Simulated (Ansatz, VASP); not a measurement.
**SiNi in VASP and in Ansatz**

INCAR

```
SYSTEM = SiNi
PREC = Accurate ; ENCUT = 600
EDIFF = 1E-6 ; ISMEAR = -1
SIGMA = 0.05 ; LREAL = .FALSE.
LASPH = .TRUE. ; NELM = 150
ALGO = Normal ; ISIF = 3
LWAVE = .FALSE. ; LCHARG = .FALSE.
ISPIN = 2 ; MAGMOM = 1 1 0 0
LORBIT = 11 ; LMAXMIX = 4
IBRION = 2 ; NSW = 60
EDIFFG = -0.01
```

File KPOINTS:

```
regular mesh
0
G
  9 8 6
  0 0 0
```

POSCAR

```
SiNi
1.0
    2.9427706600      0.0000000000      0.0000000000
    0.0000000000      3.2803255400      0.0000000000
    0.0000000000      0.0000000000      4.6774467600
Ni Si
2 2
Direct
    0.5000000000      0.5000000000      0.3424955900
    0.0000000000      0.0000000000      0.6575044100
    0.5000000000      0.5000000000      0.8431431600
    0.0000000000      0.0000000000      0.1568568400
```

Contents of input.yaml:

```yaml
crystal:
  lattice:
    - [2.94277066, 0.0, 0.0]
    - [0.0, 3.28032554, 0.0]
    - [0.0, 0.0, 4.67744676]
  atoms:
    - { symbol: Ni, position: [0.5, 0.5, 0.34249559], spin: 1.0 }
    - { symbol: Ni, position: [0.0, 0.0, 0.65750441], spin: 1.0 }
    - { symbol: Si, position: [0.5, 0.5, 0.84314316] }
    - { symbol: Si, position: [0.0, 0.0, 0.15685684] }
hamiltonian:
  xc: lda
  pseudopotentials: { kind: paw }
magnetization:
  spin_polarized: true
kpoints:
  mp_grid: { grid: [9, 8, 6] }
scf:
  occupations: { method: fermi_dirac, width: 0.05 }
output:
  forces: true
  stress: true
  eigenvalues: true
relax:
  f_tol: 0.01
  max_steps: 40
  cell: { stress_tol: 0.05 }
```

Alike in both runs: task relaxation of cell and atoms; functional LDA; k mesh 9 × 8 × 6; occupations fermi-dirac, width 0.05 eV; collinear spin.

|  | VASP | Ansatz |
| --- | --- | --- |
| version | VASP 6.6.1 | Ansatz 0.2.0 |
| potentials or method | VASP PAW LDA potentials, release 64 (Ni, Si) | Ansatz PAW |
| plane-wave cutoff (eV) | 600 | 420 |
| valence electrons in the cell | 28 | 44 |

```csv
,VASP,Ansatz,Ansatz less VASP
"gap on the k mesh at the Fermi level, each at its own relaxed structure (eV)",none,none,-
net moment per atom (μB),0.00,0.00,0.000
relaxed volume (Å³/atom),11.05,11.04,-0.014
relaxed cell length with the largest relative difference (Å),4.628,4.623,-0.0052
```

LDA's correlation is that of Perdew and Zunger in VASP and of Perdew and Wang (1992) in Ansatz. A gap of «none» marks a metal or a gap that the smearing closes. VASP's potentials hold 28 valence electrons a cell and Ansatz's 44, so a difference there can come from the potentials and not from the codes.

Noted on Ansatz's run: the plane-wave basis is chosen anew once the cell has moved, so the energies of steps on either side of that aren't comparable.
